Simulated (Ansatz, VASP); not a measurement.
## One calculation of KIr3, two programs

The input INCAR:

```
PREC = Accurate
ENCUT = 520
EDIFF = 1E-6
ISMEAR = 0
SIGMA = 0.1
LREAL = False
LASPH = True
NELM = 100
ALGO = Normal
ISIF = 2
LWAVE = False
LCHARG = True
GGA = PE
LELF = True
LVHAR = True
NBANDS = 26
```

File KPOINTS:

```
Automatic mesh
0
Gamma
  4 4 4
```

File POSCAR:

```
KIr3
1.0
   -2.8024630800      2.8024630800      2.8024630800
    2.8024630800     -2.8024630800      2.8024630800
    2.8024630800      2.8024630800     -2.8024630800
K Ir
1 3
Direct
    0.0000000000      0.0000000000      0.0000000000
    0.0000000000      0.5000000000      0.5000000000
    0.5000000000      0.0000000000      0.5000000000
    0.5000000000      0.5000000000      0.0000000000
```

Input for Ansatz:

```yaml
crystal:
  lattice:
    - [-2.80246308, 2.80246308, 2.80246308]
    - [2.80246308, -2.80246308, 2.80246308]
    - [2.80246308, 2.80246308, -2.80246308]
  atoms:
    - { symbol: K, position: [0.0, 0.0, 0.0] }
    - { symbol: Ir, position: [0.0, 0.5, 0.5] }
    - { symbol: Ir, position: [0.5, 0.0, 0.5] }
    - { symbol: Ir, position: [0.5, 0.5, 0.0] }
basis:
  ecutwfc: 420
kpoints:
  mp_grid: { grid: [4, 4, 4] }
hamiltonian:
  xc: pbe
scf:
  occupations: { method: gaussian, width: 0.1 }
  lower_state_search: "off"
output:
  forces: true
  stress: true
  eigenvalues: true
```

Alike in both runs: task single point; functional PBE; k mesh 4 × 4 × 4; occupations gaussian, width 0.1 eV; no spin polarisation.

|  | VASP | Ansatz |
| --- | --- | --- |
| version | VASP 6.6.1 | Ansatz 0.2.0 |
| potentials or method | VASP PAW PBE potentials, release 64 (K_sv, Ir), cutoff 520 eV | scalar-relativistic, plane waves, PAW |
| valence electrons in the cell | 36 | 60 |

Ansatz gave:

```
gap on the k mesh at the Fermi level (eV) : none
pressure (GPa)                            : -10.7
```

Problem. Estimate VASP's values.

Solution. gap on the k mesh at the Fermi level (eV): none; pressure (GPa): -10.5.

A gap of «none» marks a metal or a gap that the smearing closes. VASP's potentials hold 36 valence electrons a cell and Ansatz's 60, so a difference there can come from the potentials and not from the codes.

The k mesh is coarse, so the values compare programs but aren't converged. Neither program's run includes spin-orbit coupling.
